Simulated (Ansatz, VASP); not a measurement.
One calculation of Sn3S, two programs

```
Sn S
1.0
     4.67877    0.00000    0.00000
     0.00000    4.67877    0.00000
     0.00000    0.00000    4.67877
Sn S
3 1
Direct
  0.00000 0.50000 0.50000
  0.50000 0.00000 0.50000
  0.50000 0.50000 0.00000
  0.00000 0.00000 0.00000
```

Alike in both runs: functional PBE; k mesh 10 × 10 × 10; occupations gaussian, width 0.1 eV; no spin polarisation.

Ansatz relaxed the structure, and its values are those at the end. VASP's run is a single point on that final structure, the one shown.

```csv
,VASP,Ansatz
version,VASP 6.6.1,Ansatz 0.2.0
potentials or method,"VASP PAW PBE potentials, release 64 (Sn_d, S), cutoff 520 eV","scalar-relativistic, plane waves, PAW"
valence electrons in the cell,48,48
```

|  | VASP | Ansatz | Ansatz less VASP |
| --- | --- | --- | --- |
| gap on the k mesh at the Fermi level (eV) | none | none | - |
| pressure (GPa) | -0.1 | 0.0 | +0.06 |

A gap of «none» marks a metal or a gap that the smearing closes. The functional is the same, so the differences come from potentials, cutoffs and numerics.
